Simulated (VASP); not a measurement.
# Si (a cell with a defect) in VASP: further runs, part 2 of 3

VASP 6.6.1. Earlier steps stand in the parts before.

### 3 Single point, PBE+D3(BJ)

INCAR reads:

```
SYSTEM = Si
ALGO = Normal
EDIFF = 1E-6
ENCUT = 520
GGA = PE
ISIF = 2
ISMEAR = -1
IVDW = 12
LASPH = .TRUE.
LCHARG = .TRUE.
LELF = .TRUE.
LREAL = Auto
LVHAR = .TRUE.
LWAVE = .FALSE.
NBANDS = 163
NELECT = 250.0
NELM = 80
PREC = Accurate
SIGMA = 0.02
```

KPOINTS reads:

```
k-points
0
G
  1 1 1
  0 0 0
```

POSCAR reads:

```
Si
1.0
   10.8600000000      0.0000000000      0.0000000000
    0.0000000000     10.8600000000      0.0000000000
    0.0000000000      0.0000000000     10.8600000000
Si
63
Direct
    0.5000000000      0.0000000000      0.0000000000
    0.6242192869      0.1249463522      0.1249463522
    0.7515016618      0.2484983382      0.0020989222
    0.8750536478      0.3757807131      0.1249463522
    0.7515016618      0.0020989222      0.2484983382
    0.8750536478      0.1249463522      0.3757807131
    0.1244860832     -0.1244860832     -0.1244860832
    0.1244860832      0.1244860832      0.1244860832
    0.2484983382      0.2484983382     -0.0020989222
    0.3742172962      0.3742172962      0.1265555381
    0.5000000000      0.5000000000      0.0000000000
    0.6257827038      0.6257827038      0.1265555381
    0.7515016618      0.7515016618     -0.0020989222
    0.8755139168      0.8755139168      0.1244860832
    0.2484983382     -0.0020989222      0.2484983382
    0.3742172962      0.1265555381      0.3742172962
    0.5000156376      0.2500561563      0.2500561563
    0.6248336284      0.3751663716      0.3751663716
    0.7499438437      0.4999843624      0.2500561563
    0.8734444619      0.6257827038      0.3742172962
    0.5000000000      0.0000000000      0.5000000000
    0.6257827038      0.1265555381      0.6257827038
    0.7499438437      0.2500561563      0.4999843624
    0.8734444619      0.3742172962      0.6257827038
    0.7515016618     -0.0020989222      0.7515016618
    0.8755139168      0.1244860832      0.8755139168
    0.0000000000      0.5000000000      0.0000000000
    0.1249463522      0.6242192869      0.1249463522
    0.2484983382      0.7515016618      0.0020989222
    0.3757807131      0.8750536478      0.1249463522
   -0.0020989222      0.2484983382      0.2484983382
    0.1265555381      0.3742172962      0.3742172962
    0.2500561563      0.5000156376      0.2500561563
    0.3751663716      0.6248336284      0.3751663716
    0.4999843624      0.7499438437      0.2500561563
    0.6257827038      0.8734444619      0.3742172962
    0.0000000000      0.0000000000      0.5000000000
    0.1249463522      0.1249463522      0.6242192869
    0.2500561563      0.2500561563      0.5000156376
    0.3751663716      0.3751663716      0.6248336284
    0.5000000000      0.5000000000      0.5000000000
    0.6248336284      0.6248336284      0.6248336284
    0.7499438437      0.7499438437      0.5000156376
    0.8750536478      0.8750536478      0.6242192869
    0.2484983382      0.0020989222      0.7515016618
    0.3757807131      0.1249463522      0.8750536478
    0.4999843624      0.2500561563      0.7499438437
    0.6257827038      0.3742172962      0.8734444619
    0.7499438437      0.5000156376      0.7499438437
    0.8750536478      0.6242192869      0.8750536478
    0.0020989222      0.7515016618      0.2484983382
    0.1249463522      0.8750536478      0.3757807131
    0.0000000000      0.5000000000      0.5000000000
    0.1265555381      0.6257827038      0.6257827038
    0.2500561563      0.7499438437      0.4999843624
    0.3742172962      0.8734444619      0.6257827038
    0.0020989222      0.2484983382      0.7515016618
    0.1249463522      0.3757807131      0.8750536478
    0.2500561563      0.4999843624      0.7499438437
    0.3742172962      0.6257827038      0.8734444619
    0.5000156376      0.7499438437      0.7499438437
    0.6242192869      0.8750536478      0.8750536478
   -0.0020989222      0.7515016618      0.7515016618
```

Potentials or basis: VASP PAW PBE potentials, release 64 (Si).

Started as:

```
$ cat potpaw_PBE.64/Si/POTCAR > POTCAR
$ mpirun -np 1 vasp_gam > vasp.out
```

OUTCAR:

```text
SYSTEM = Si
   EDIFF = 1E-6
   ENCUT = 520
   GGA = PE
   ISIF = 2
   ISMEAR = -1
   IVDW = 12
   LASPH = .TRUE.
   LREAL = Auto
   NELECT = 250.0
   NELM = 80
   PREC = Accurate
 IVDW          = 12

 ion  position               nearest neighbor table
   1  0.500  0.000  0.000-   2 2.35  30 2.35  46 2.35  62 2.35
   2  0.624  0.125  0.125-   5 2.34   3 2.34   1 2.35  17 2.35
   3  0.752  0.248  0.002-   2 2.34   4 2.34  26 2.35  48 2.38
   4  0.875  0.376  0.125-  31 2.34   3 2.34  27 2.35  19 2.35
   5  0.752  0.002  0.248-   2 2.34   6 2.34  14 2.35  36 2.38
   6  0.875  0.125  0.376-   5 2.34  31 2.34  37 2.35  23 2.35
   7  0.124  0.876  0.876-  29 2.35  45 2.35  63 2.35
   8  0.124  0.124  0.124-   9 2.35  15 2.35  31 2.35
   9  0.248  0.248  0.998-  46 2.34  58 2.34   8 2.35  10 2.38
  10  0.374  0.374  0.127-  17 2.34  33 2.34  11 2.37   9 2.38
  11  0.500  0.500  0.000-  10 2.37  12 2.37  48 2.37  60 2.37
  12  0.626  0.626  0.127-  19 2.34  35 2.34  11 2.37  13 2.38
  13  0.752  0.752  0.998-  50 2.34  62 2.34  14 2.35  12 2.38
  14  0.876  0.876  0.124-   5 2.35  13 2.35  51 2.35
  15  0.248  0.998  0.248-  30 2.34  52 2.34   8 2.35  16 2.38
  16  0.374  0.127  0.374-  17 2.34  39 2.34  21 2.37  15 2.38
  17  0.500  0.250  0.250-  10 2.34  16 2.34   2 2.35  18 2.35
[... 44 lines left out ...]
  62  0.624  0.875  0.875-  25 2.34  13 2.34   1 2.35  61 2.35
  63  0.998  0.752  0.752-  44 2.34  50 2.34   7 2.35  54 2.38

  LATTYP: Found a simple cubic cell.
 ALAT       =    10.8600000000

  Lattice vectors:

 A1 = (  10.8600000000,   0.0000000000,   0.0000000000)
 A2 = (   0.0000000000,  10.8600000000,   0.0000000000)
 A3 = (   0.0000000000,   0.0000000000,  10.8600000000)

Analysis of symmetry for initial positions (statically):
=====================================================================
 Subroutine PRICEL returns:
 Original cell was already a primitive cell.

 Routine SETGRP: Setting up the symmetry group for a
 simple cubic supercell.

 Subroutine GETGRP returns: Found 24 space group operations
 (whereof 24 operations were pure point group operations)
 out of a pool of 48 trial point group operations.

The static configuration has the point symmetry T_d .

Analysis of symmetry for dynamics (positions and initial velocities):
=====================================================================
 Subroutine PRICEL returns:
 Original cell was already a primitive cell.

 Routine SETGRP: Setting up the symmetry group for a
 simple cubic supercell.

 Subroutine GETGRP returns: Found 24 space group operations
 (whereof 24 operations were pure point group operations)
 out of a pool of 48 trial point group operations.

The dynamic configuration has the point symmetry T_d .

 Subroutine INISYM returns: Found 24 space group operations
 (whereof 24 operations are pure point group operations),
 and found     1 'primitive' translations

----------------------------------------------------------------------------------------

                                     Primitive cell

  volume of cell :    1280.8241

  direct lattice vectors                    reciprocal lattice vectors
    10.860000000  0.000000000  0.000000000     0.092081031  0.000000000  0.000000000
     0.000000000 10.860000000  0.000000000     0.000000000  0.092081031  0.000000000
[... 159 lines left out ...]

 Found      1 irreducible k-points:

 Following reciprocal coordinates:
            Coordinates               Weight
  0.000000  0.000000  0.000000      1.000000
   k-points           NKPTS =      1   k-points in BZ     NKDIM =      1   number of bands    NBANDS=    163
   number of dos      NEDOS =    301   number of ions     NIONS =     63
   total plane-waves  NPLWV = 592704
   dimension x,y,z NGX =    84 NGY =   84 NGZ =   84
   dimension x,y,z NGXF=   168 NGYF=  168 NGZF=  168
   ions per type =              63
   NGX,Y,Z   is equivalent  to a cutoff of  12.86, 12.86, 12.86 a.u.
   NGXF,Y,Z  is equivalent  to a cutoff of  25.72, 25.72, 25.72 a.u.
 SYSTEM =  Si
   PREC   = accura    normal or accurate (medium, high low for compatibility)
   ISTART =      0    job   : 0-new  1-cont  2-samecut
   ICHARG =      2    charge: 1-file 2-atom 10-const
   ISPIN  =      1    spin polarized calculation?
   LNONCOLLINEAR =      F non collinear calculations
   LSORBIT =      F    spin-orbit coupling
   LASPH  =      T    aspherical Exc in radial PAW
   ENCUT  =  520.0 eV  38.22 Ry    6.18 a.u.  20.19 20.19 20.19*2*pi/ulx,y,z
   NELM   =     80;   NELMIN=  2; NELMDL= -5     # of ELM steps
   EDIFF  = 0.1E-05   stopping-criterion for ELM
   LREAL  =      T    real-space projection
   EDIFFG = 0.1E-04   stopping-criterion for IOM
   NSW    =      0    number of steps for IOM
   IBRION =     -1    ionic relax: 0-MD 1-quasi-New 2-CG
   NFREE  =      0    steps in history (QN), initial steepest desc. (CG)
   ISIF   =      2    stress and relaxation
   ISYM   =      2    0-nonsym 1-usesym 2-fastsym
   POTIM  = 0.5000    time-step for ionic-motion
   TEBEG  =    0.0;   TEEND  =   0.0 temperature during run
   PSTRESS=    0.0 pullay stress
   NELECT =     250.0000    total number of electrons
   NUPDOWN=      -1.0000    fix difference up-down
   EMIN   =  10.00;   EMAX   =-10.00  energy-range for DOS
   EFERMI =   0.00;   METHOD = LEGACY
   ISMEAR =    -1;   SIGMA  =   0.02  broadening in eV -4-tet -1-fermi 0-gaus
   EFERMI_NEDOS =   21; number of points for ismear=-14 and -15
   IALGO  =     38    algorithm
   IMIX   =      4    mixing-type and parameters
     AMIX     =   0.40;   BMIX     =  1.00
     AMIX_MAG =   1.60;   BMIX_MAG =  1.00
  volume/ion in A,a.u.               =      20.33       137.20
  Fermi-wavevector in a.u.,A,eV,Ry     =   0.949639  1.794557 12.269916  0.901813
  Thomas-Fermi vector in A             =   2.077940
   LORBIT       =      0    0 simple, 1 ext, 2 COOP (PROOUT), +10 PAW based schemes
   GGA     = PE    functional components
   LHFCALC =     F    Hartree Fock is set to
   AEXX    =    0.0000 exact exchange contribution
   IVDW    =    12    specifies the selected vdW correction
   LEPSILON=     F    determine dielectric tensor
   LRPA    =     F    only Hartree local field effects (RPA)
 non-spin polarized calculation
  energy-cutoff  :      520.00
  volume of cell :     1280.82
 maximum number of plane-waves:     17229
 NGX is ok and might be reduce to    84
   NGX = 41   NGY = 41   NGZ = 41

 number of electron     249.9999980 magnetization

 Free energy of the ion-electron system (eV)
  ---------------------------------------------------
  ext. energy  EPLUGINS =         0.00000000
  ---------------------------------------------------
  free energy    TOTEN  =      -344.46970321 eV

  energy without entropy =     -344.46970320  energy(sigma->0) =     -344.46970320

 E-fermi :   5.8473     XC(G=0):  -9.3004

 val. band max:        5.4015121587   @ k =   0.0000   0.0000   0.0000
 cond. band min:       6.2919818409   @ k =   0.0000   0.0000   0.0000
 fundamental gap:      0.8904696823
 Fermi energy:         5.8473486369

 k-point     1 :       0.0000    0.0000    0.0000
  band No.  band energies     occupation
      1      -6.2003      2.00000
      2      -5.1555      2.00000
      3      -5.1555      2.00000
      4      -5.1555      2.00000
      5      -5.1410      2.00000
      6      -5.1410      2.00000
[... 129 lines left out ...]
    136       6.8907      0.00000
    137       6.9172      0.00000
 [bands above 137 left out]

------------------------ aborting loop because EDIFF is reached ----------------------------------------

 Edisp (eV)  -19.96169

 E6    (eV) :   -11.6862

 E8    (eV) :    -8.2755

  FORCE on cell =-STRESS in cart. coord.  units (eV):
  Direction    XX          YY          ZZ          XY          YZ          ZX
  --------------------------------------------------------------------------------------
  -------------------------------------------------------------------------------------
  Total     -21.62461   -21.62461   -21.62461     0.00000     0.00000    -0.00000
  in kB     -27.05013   -27.05013   -27.05013     0.00000     0.00000    -0.00000
  external pressure =      -27.05 kB  Pullay stress =        0.00 kB

 VOLUME and BASIS-vectors are now :
 -----------------------------------------------------------------------------
  energy-cutoff  :      520.00
  volume of cell :     1280.82
      direct lattice vectors                 reciprocal lattice vectors
    10.860000000  0.000000000  0.000000000     0.092081031  0.000000000  0.000000000
     0.000000000 10.860000000  0.000000000     0.000000000  0.092081031  0.000000000
     0.000000000  0.000000000 10.860000000     0.000000000  0.000000000  0.092081031

 POSITION                                       TOTAL-FORCE (eV/Angst)
 -----------------------------------------------------------------------------------
      5.43000      0.00000      0.00000         0.000000      0.000000     -0.000000
      6.77902      1.35692      1.35692         0.002449     -0.004237     -0.004237
      8.16131      2.69869      0.02279         0.003906     -0.003906      0.000989
      9.50308      4.08098      1.35692         0.004237     -0.002449     -0.004237
      8.16131      0.02279      2.69869         0.003906      0.000989     -0.003906
      9.50308      1.35692      4.08098         0.004237     -0.004237     -0.002449
[... 55 lines left out ...]
      6.77902      9.50308      9.50308         0.002449      0.004237      0.004237
     10.83721      8.16131      8.16131        -0.000989      0.003906      0.003906
 -----------------------------------------------------------------------------------
    total drift:                                0.000000      0.000000     -0.000000

  FREE ENERGIE OF THE ION-ELECTRON SYSTEM (eV)
  ---------------------------------------------------
  free  energy   TOTEN  =      -364.4313979471 eV

  energy  without entropy=     -364.4313979459  energy(sigma->0) =     -364.43139795
```

Wall time 4.8 min (1 thread of AMD EPYC 9R45 (Zen 5), shared host); peak memory 0.95 GiB.

What came out:

| Item | Value |
| --- | --- |
| Free energy | -364.4314 eV |
| Largest force | 0.007 eV/Å |
| Dispersion energy per atom | -0.317 eV |

Forces on the atoms (eV/Å):
```
Si   0.000  0.000  0.000
Si   0.002 -0.004 -0.004
Si   0.004 -0.004  0.001
Si   0.004 -0.002 -0.004
Si   0.004  0.001 -0.004
Si   0.004 -0.004 -0.002
Si   0.004 -0.004 -0.004
Si   0.004  0.004  0.004
Si  -0.004 -0.004 -0.001
Si   0.003  0.003 -0.003
Si   0.000  0.000  0.000
Si  -0.003 -0.003 -0.003
Si   0.004  0.004 -0.001
Si  -0.004 -0.004  0.004
Si  -0.004 -0.001 -0.004
Si   0.003 -0.003  0.003
Si  -0.001  0.004  0.004
Si   0.002 -0.002 -0.002
Si  -0.004  0.001  0.004
Si   0.003 -0.003  0.003
Si   0.000  0.000  0.000
Si  -0.003 -0.003 -0.003
Si  -0.004  0.004  0.001
Si   0.003  0.003 -0.003
Si   0.004 -0.001  0.004
Si  -0.004  0.004 -0.004
Si   0.000  0.000  0.000
Si  -0.004  0.002 -0.004
Si  -0.004  0.004  0.001
Si  -0.002  0.004 -0.004
Si  -0.001 -0.004 -0.004
Si  -0.003  0.003  0.003
Si   0.004 -0.001  0.004
Si  -0.002  0.002 -0.002
Si   0.001 -0.004  0.004
Si  -0.003  0.003  0.003
Si   0.000  0.000  0.000
Si  -0.004 -0.004  0.002
Si   0.004  0.004 -0.001
Si  -0.002 -0.002  0.002
Si   0.000  0.000  0.000
Si   0.002  0.002  0.002
Si  -0.004 -0.004 -0.001
Si   0.004  0.004  0.002
Si  -0.004  0.001  0.004
Si  -0.002 -0.004  0.004
Si   0.001  0.004 -0.004
Si  -0.003  0.003  0.003
Si  -0.004 -0.001 -0.004
Si   0.004  0.002  0.004
Si   0.001  0.004 -0.004
Si  -0.004  0.004 -0.002
Si   0.000  0.000  0.000
Si  -0.003 -0.003 -0.003
Si   0.004 -0.004  0.001
Si   0.003  0.003 -0.003
Si   0.001 -0.004  0.004
Si  -0.004 -0.002  0.004
Si   0.004  0.001 -0.004
Si   0.003 -0.003  0.003
Si  -0.001 -0.004 -0.004
Si   0.002  0.004  0.004
Si  -0.001  0.004  0.004
```

Caveat: the k points lie up to 0.58 Å⁻¹ apart; the cell carries a net charge on a neutralising background, which shifts energy and pressure; the cell is charged against a uniform background, so pressure and absolute levels hang on convention.

(Part 2 of 3 ends here.)
